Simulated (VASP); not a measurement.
# TePb (CsCl type) (Pm-3m) in VASP: a series of runs

Runs on TePb (CsCl type). Level: PBE. Tasks: single point.

Everything below comes from runs of VASP 6.6.1. Logs are shortened: lines on timing, memory, paths and dates and some standing lists are left out, and cuts for length are marked.

### Step 1. The cell of the first run

It takes space group Pm-3m (No. 221, cubic). Conventional cell: a = 3.582 Å, b = 3.582 Å, c = 3.582 Å, α = 90.00°, β = 90.00°, γ = 90.00°. Pb (site symmetry m-3m) has 8 Te at 3.10 Å and 6 Pb at 3.58 Å within 4.1 Å. Within 4.1 Å of Te (site symmetry m-3m) lie 8 Pb at 3.10 Å and 6 Te at 3.58 Å.

### Step 2. Single point, PBE (volume scaled by 0.72)

INCAR reads:

```
SYSTEM = TePb
  ALGO = Normal
  EDIFF = 1E-6
  ENCUT = 520
  GGA = PE
  ISIF = 2
  ISMEAR = -1
  LASPH = .True.
  LCHARG = .False.
  LREAL = .False.
  LWAVE = .False.
  NBANDS = 17
  NELM = 100
  PREC = Accurate
  SIGMA = 0.1
```

KPOINTS reads:

```
k-points
0
Gamma
  11 11 11
  0 0 0
```

POSCAR reads:

```
TePb
1.0
    3.5817044706      0.0000000000      0.0000000000
    0.0000000000      3.5817044706      0.0000000000
    0.0000000000      0.0000000000      3.5817044706
Pb Te
1 1
Direct
    0.0000000000      0.0000000000      0.0000000000
    0.5000000000      0.5000000000      0.5000000000
```

Potentials or basis: VASP PAW PBE potentials, release 64 (Pb_d, Te).

On the command line:

```console
$ cat potpaw_PBE.64/Pb_d/POTCAR potpaw_PBE.64/Te/POTCAR > POTCAR
$ mpirun -np 1 vasp_std > vasp.out
```

OUTCAR:

```text
SYSTEM = TePb
   EDIFF = 1E-6
   ENCUT = 520
   GGA = PE
   ISIF = 2
   ISMEAR = -1
   LASPH = .True.
   LREAL = .False.
   NELM = 100
   PREC = Accurate

 ion  position               nearest neighbor table
   1  0.000  0.000  0.000-   2 3.10   2 3.10   2 3.10   2 3.10   2 3.10   2 3.10   2 3.10   2 3.10

   2  0.500  0.500  0.500-   1 3.10   1 3.10   1 3.10   1 3.10   1 3.10   1 3.10   1 3.10   1 3.10

  LATTYP: Found a simple cubic cell.
 ALAT       =     3.5817044706

  Lattice vectors:

 A1 = (   3.5817044706,   0.0000000000,   0.0000000000)
 A2 = (   0.0000000000,   3.5817044706,   0.0000000000)
 A3 = (   0.0000000000,   0.0000000000,   3.5817044706)

Analysis of symmetry for initial positions (statically):
=====================================================================
 Subroutine PRICEL returns:
 Original cell was already a primitive cell.

 Routine SETGRP: Setting up the symmetry group for a
 simple cubic supercell.

 Subroutine GETGRP returns: Found 48 space group operations
 (whereof 48 operations were pure point group operations)
 out of a pool of 48 trial point group operations.

The static configuration has the point symmetry O_h .

Analysis of symmetry for dynamics (positions and initial velocities):
=====================================================================
 Subroutine PRICEL returns:
 Original cell was already a primitive cell.

 Routine SETGRP: Setting up the symmetry group for a
 simple cubic supercell.

 Subroutine GETGRP returns: Found 48 space group operations
 (whereof 48 operations were pure point group operations)
 out of a pool of 48 trial point group operations.

The dynamic configuration has the point symmetry O_h .

 Subroutine INISYM returns: Found 48 space group operations
 (whereof 48 operations are pure point group operations),
 and found     1 'primitive' translations

----------------------------------------------------------------------------------------

                                     Primitive cell

  volume of cell :      45.9483

  direct lattice vectors                    reciprocal lattice vectors
     3.581704471  0.000000000  0.000000000     0.279196681  0.000000000  0.000000000
     0.000000000  3.581704471  0.000000000     0.000000000  0.279196681  0.000000000
     0.000000000  0.000000000  3.581704471     0.000000000  0.000000000  0.279196681

  length of vectors
     3.581704471  3.581704471  3.581704471     0.279196681  0.279196681  0.279196681

  position of ions in fractional coordinates (direct lattice)
     0.000000000  0.000000000  0.000000000
     0.500000000  0.500000000  0.500000000

  ion indices of the primitive-cell ions
   primitive index   ion index
                 1           1
                 2           2

----------------------------------------------------------------------------------------

 KPOINTS: k-points

Automatic generation of k-mesh.
 Grid dimensions read from file:
 generate k-points for:   11   11   11

 Generating k-lattice:

  Cartesian coordinates                     Fractional coordinates (reciprocal lattice)
     0.025381516  0.000000000  0.000000000     0.090909091  0.000000000  0.000000000
     0.000000000  0.025381516  0.000000000     0.000000000  0.090909091  0.000000000
     0.000000000  0.000000000  0.025381516     0.000000000  0.000000000  0.090909091

  Length of vectors
     0.025381516  0.025381516  0.025381516

  Shift w.r.t. Gamma in fractional coordinates (k-lattice)
     0.000000000  0.000000000  0.000000000

 Subroutine IBZKPT returns following result:
 ===========================================

 Found     56 irreducible k-points:

 Following reciprocal coordinates:
            Coordinates               Weight
  0.000000  0.000000  0.000000      1.000000
  0.090909  0.000000  0.000000      6.000000
  0.181818  0.000000  0.000000      6.000000
  0.272727  0.000000  0.000000      6.000000
  0.363636  0.000000  0.000000      6.000000
  0.454545  0.000000  0.000000      6.000000
[... 16 lines left out ...]
  0.181818  0.090909  0.090909     24.000000
  0.272727  0.090909  0.090909     24.000000
 [... further k-points ...]
   k-points           NKPTS =     56   k-points in BZ     NKDIM =     56   number of bands    NBANDS=     17
   number of dos      NEDOS =    301   number of ions     NIONS =      2
   total plane-waves  NPLWV =  21952
   dimension x,y,z NGX =    28 NGY =   28 NGZ =   28
   dimension x,y,z NGXF=    56 NGYF=   56 NGZF=   56
   ions per type =               1   1
   NGX,Y,Z   is equivalent  to a cutoff of  13.00, 13.00, 13.00 a.u.
   NGXF,Y,Z  is equivalent  to a cutoff of  25.99, 25.99, 25.99 a.u.
 SYSTEM =  TePb
   PREC   = accura    normal or accurate (medium, high low for compatibility)
   ISTART =      0    job   : 0-new  1-cont  2-samecut
   ICHARG =      2    charge: 1-file 2-atom 10-const
   ISPIN  =      1    spin polarized calculation?
   LNONCOLLINEAR =      F non collinear calculations
   LSORBIT =      F    spin-orbit coupling
   LASPH  =      T    aspherical Exc in radial PAW
   ENCUT  =  520.0 eV  38.22 Ry    6.18 a.u.   6.66  6.66  6.66*2*pi/ulx,y,z
   NELM   =    100;   NELMIN=  2; NELMDL= -5     # of ELM steps
   EDIFF  = 0.1E-05   stopping-criterion for ELM
   LREAL  =      F    real-space projection
   EDIFFG = 0.1E-04   stopping-criterion for IOM
   NSW    =      0    number of steps for IOM
   IBRION =     -1    ionic relax: 0-MD 1-quasi-New 2-CG
   NFREE  =      0    steps in history (QN), initial steepest desc. (CG)
   ISIF   =      2    stress and relaxation
   ISYM   =      2    0-nonsym 1-usesym 2-fastsym
   POTIM  = 0.5000    time-step for ionic-motion
   TEBEG  =    0.0;   TEEND  =   0.0 temperature during run
   PSTRESS=    0.0 pullay stress
   NELECT =      20.0000    total number of electrons
   NUPDOWN=      -1.0000    fix difference up-down
   EMIN   =  10.00;   EMAX   =-10.00  energy-range for DOS
   EFERMI =   0.00;   METHOD = LEGACY
   ISMEAR =    -1;   SIGMA  =   0.10  broadening in eV -4-tet -1-fermi 0-gaus
   EFERMI_NEDOS =   21; number of points for ismear=-14 and -15
   IALGO  =     38    algorithm
   IMIX   =      4    mixing-type and parameters
     AMIX     =   0.40;   BMIX     =  1.00
     AMIX_MAG =   1.60;   BMIX_MAG =  1.00
  volume/ion in A,a.u.               =      22.97       155.04
  Fermi-wavevector in a.u.,A,eV,Ry     =   1.240686  2.344556 20.943459  1.539301
  Thomas-Fermi vector in A             =   2.375116
   LORBIT       =      0    0 simple, 1 ext, 2 COOP (PROOUT), +10 PAW based schemes
   GGA     = PE    functional components
   LHFCALC =     F    Hartree Fock is set to
   AEXX    =    0.0000 exact exchange contribution
   IVDW    =     0    specifies the selected vdW correction
   LEPSILON=     F    determine dielectric tensor
   LRPA    =     F    only Hartree local field effects (RPA)
 non-spin polarized calculation
  energy-cutoff  :      520.00
  volume of cell :       45.95
 maximum number of plane-waves:      1261
 NGX is ok and might be reduce to    28
   NGX = 13   NGY = 13   NGZ = 13

 number of electron      20.0000004 magnetization

 Free energy of the ion-electron system (eV)
  ---------------------------------------------------
  ext. energy  EPLUGINS =         0.00000000
  ---------------------------------------------------
  free energy    TOTEN  =        -5.95282693 eV

  energy without entropy =       -5.91638452  energy(sigma->0) =       -5.93460573

 E-fermi :  10.8479     XC(G=0): -11.2996

 val. band max:       10.7798340298   @ k =   0.4545   0.1818   0.0000
 cond. band min:      10.8667468104   @ k =   0.4545   0.3636   0.3636
 fundamental gap:      0.0869127805
 Fermi energy:        10.8478826786

 k-point     1 :       0.0000    0.0000    0.0000
  band No.  band energies     occupation
      1      -6.4720      2.00000
      2      -6.4720      2.00000
      3      -6.2338      2.00000
      4      -6.2338      2.00000
      5      -6.2338      2.00000
      6      -4.0219      2.00000
[... 9 lines left out ...]
     16      22.5561      0.00000
     17      22.5561      0.00000

 k-point     2 :       0.0909    0.0000    0.0000
  band No.  band energies     occupation
      1      -6.4708      2.00000
      2      -6.4560      2.00000
      3      -6.2416      2.00000
      4      -6.2416      2.00000
      5      -6.2334      2.00000
      6      -3.9236      2.00000
[... 9 lines left out ...]
     16      21.8443      0.00000
     17      22.1412      0.00000

 k-point     3 :       0.1818    0.0000    0.0000
  band No.  band energies     occupation
      1      -6.4676      2.00000
      2      -6.4136      2.00000
      3      -6.2623      2.00000
      4      -6.2623      2.00000
      5      -6.2324      2.00000
      6      -3.6297      2.00000
[... 9 lines left out ...]
     16      20.6346      0.00000
     17      22.1553      0.00000

 k-point     4 :       0.2727    0.0000    0.0000
  band No.  band energies     occupation
      1      -6.4633      2.00000
      2      -6.3592      2.00000
      3      -6.2892      2.00000
      4      -6.2892      2.00000
      5      -6.2309      2.00000
      6      -3.1481      2.00000
[... 9 lines left out ...]
     16      19.4959      0.00000
     17      22.6378      0.00000

 k-point     5 :       0.3636    0.0000    0.0000
  band No.  band energies     occupation
      1      -6.4594      2.00000
      2      -6.3136      2.00000
      3      -6.3136      2.00000
      4      -6.3100      2.00000
      5      -6.2296      2.00000
      6      -2.5108      2.00000
[... 9 lines left out ...]
     16      21.1411      0.00000
     17      23.3863      0.00000

 k-point     6 :       0.4545    0.0000    0.0000
  band No.  band energies     occupation
      1      -6.4571      2.00000
      2      -6.3280      2.00000
      3      -6.3280      2.00000
      4      -6.2812      2.00000
      5      -6.2288      2.00000
      6      -1.8699      2.00000
[... 9 lines left out ...]
     16      23.3454      0.00000
     17      23.7297      0.00000

 k-point     7 :       0.0909    0.0909    0.0000
  band No.  band energies     occupation
      1      -6.4623      2.00000
      2      -6.4471      2.00000
      3      -6.2506      2.00000
      4      -6.2428      2.00000
      5      -6.2393      2.00000
      6      -3.8242      2.00000
[... 9 lines left out ...]
     16      21.3932      0.00000
     17      21.5979      0.00000

 k-point     8 :       0.1818    0.0909    0.0000
  band No.  band energies     occupation
      1      -6.4563      2.00000
      2      -6.4069      2.00000
      3      -6.2743      2.00000
      4      -6.2618      2.00000
      5      -6.2392      2.00000
      6      -3.5280      2.00000
[... 9 lines left out ...]
     16      20.8642      0.00000
     17      21.3355      0.00000
[... 203 lines left out ...]
      1      -6.4874      2.00000
      2      -6.3775      2.00000
      3      -6.2974      2.00000
      4      -6.2909      2.00000
      5      -6.1872      2.00000
      6      -1.0094      2.00000
[... 9 lines left out ...]
     16      20.8542      0.00000
     17      21.1321      0.00000

 k-point    20 :       0.4545    0.3636    0.0000
  band No.  band energies     occupation
      1      -6.5160      2.00000
      2      -6.3700      2.00000
      3      -6.3060      2.00000
      4      -6.2905      2.00000
      5      -6.1576      2.00000
      6      -0.4655      2.00000
[... 9 lines left out ...]
     16      20.2436      0.00000
     17      20.2864      0.00000

 k-point    21 :       0.4545    0.4545    0.0000
  band No.  band energies     occupation
      1      -6.5470      2.00000
      2      -6.3613      2.00000
      3      -6.3023      2.00000
      4      -6.3013      2.00000
      5      -6.1279      2.00000
      6      -0.0410      2.00000
[... 9 lines left out ...]
     16      19.4302      0.00000
     17      19.6703      0.00000

 k-point    22 :       0.0909    0.0909    0.0909
  band No.  band energies     occupation
      1      -6.4459      2.00000
      2      -6.4459      2.00000
      3      -6.2548      2.00000
      4      -6.2474      2.00000
      5      -6.2474      2.00000
      6      -3.7241      2.00000
[... 9 lines left out ...]
     16      21.5457      0.00000
     17      21.5457      0.00000

 k-point    23 :       0.1818    0.0909    0.0909
  band No.  band energies     occupation
      1      -6.4427      2.00000
      2      -6.4024      2.00000
      3      -6.2783      2.00000
      4      -6.2687      2.00000
      5      -6.2467      2.00000
      6      -3.4263      2.00000
[... 9 lines left out ...]
     16      21.1210      0.00000
     17      21.3612      0.00000

 k-point    24 :       0.2727    0.0909    0.0909
  band No.  band energies     occupation
      1      -6.4384      2.00000
      2      -6.3463      2.00000
      3      -6.3093      2.00000
      4      -6.2965      2.00000
      5      -6.2445      2.00000
      6      -2.9410      2.00000
[... 9 lines left out ...]
     16      20.4980      0.00000
     17      20.8191      0.00000

 [... further k-points ...]
[... 5 lines left out ...]
  --------------------------------------------------------------------------------------
  -------------------------------------------------------------------------------------
  Total        7.8544384      7.8544384      7.8544384      0.0000000      0.0000000     -0.0000000
  in kB      273.8775734    273.8775734    273.8775734      0.0000000      0.0000000     -0.0000000
  external PRESSURE =     273.8775734 kB  Pullay stress =       0.0000000 kB

 VOLUME and BASIS-vectors are now :
 -----------------------------------------------------------------------------
  energy-cutoff  :      520.00
  volume of cell :       45.95
      direct lattice vectors                 reciprocal lattice vectors
     3.581704471  0.000000000  0.000000000     0.279196681  0.000000000  0.000000000
     0.000000000  3.581704471  0.000000000     0.000000000  0.279196681  0.000000000
     0.000000000  0.000000000  3.581704471     0.000000000  0.000000000  0.279196681

 POSITION                                       TOTAL-FORCE (eV/Angst)
 -----------------------------------------------------------------------------------
      0.00000      0.00000      0.00000         0.000000      0.000000      0.000000
      1.79085      1.79085      1.79085         0.000000      0.000000      0.000000
 -----------------------------------------------------------------------------------
    total drift:                               -0.000000      0.000000     -0.000000

  FREE ENERGIE OF THE ION-ELECTRON SYSTEM (eV)
  ---------------------------------------------------
  free  energy   TOTEN  =        -5.9528269338 eV

  energy  without entropy=       -5.9163845222  energy(sigma->0) =       -5.93460573
```

Wall time 18 s (1 thread of AMD EPYC 9R45 (Zen 5), shared host); peak memory 0.16 GiB.

What came out:

```
Free energy            : -5.9528 eV
Pressure               : 27.4 GPa
Band gap on the k mesh : zero (band 10 reaches 11.59 eV, above the bottom of band 11 at 8.92 eV)
```

Levels at points of the mesh, in eV from the Fermi level:
```csv
k point,band 8,band 9,band 10,band 11,band 12,band 13
"(0.00, 0.00, 0.00)",-2.46,-2.46,-2.46,3.47,3.47,7.82
```

Caveat: spin-orbit coupling is left out, which moves the levels of the heavy elements.

[end of part 1 of 2]
